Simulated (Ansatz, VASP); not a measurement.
# Two plane-wave programs on LiH

```xyz
2
Lattice="3.0876 0.0000 0.0000 -1.5438 2.6739 0.0000 0.0000 0.0000 24.6000" Properties=species:S:1:pos:R:3 pbc="T T T"
Li    0.0000    1.7826    8.2000
H     1.5438    0.8913    8.2000
```

Alike in both runs: task single point; functional PBE; k mesh 12 × 12 × 1; no spin polarisation.

|  | VASP | Ansatz |
| --- | --- | --- |
| version | VASP 6.6.1 | Ansatz 0.2.0 |
| potentials or method | VASP PAW PBE potentials, release 64 (Li_sv, H) | plane waves, PAW |
| plane-wave cutoff (eV) | 520 | 420 |
| occupations | gaussian, width 0.01 eV | fixed |
| valence electrons in the cell | 4 | 4 |

|  | VASP | Ansatz | Ansatz less VASP |
| --- | --- | --- | --- |
| gap on the k mesh at the Fermi level (eV) | 3.48 | 3.48 | +0.001 |

Noted on VASP's run: the cutoff is short for stress, so the pressure is rough.
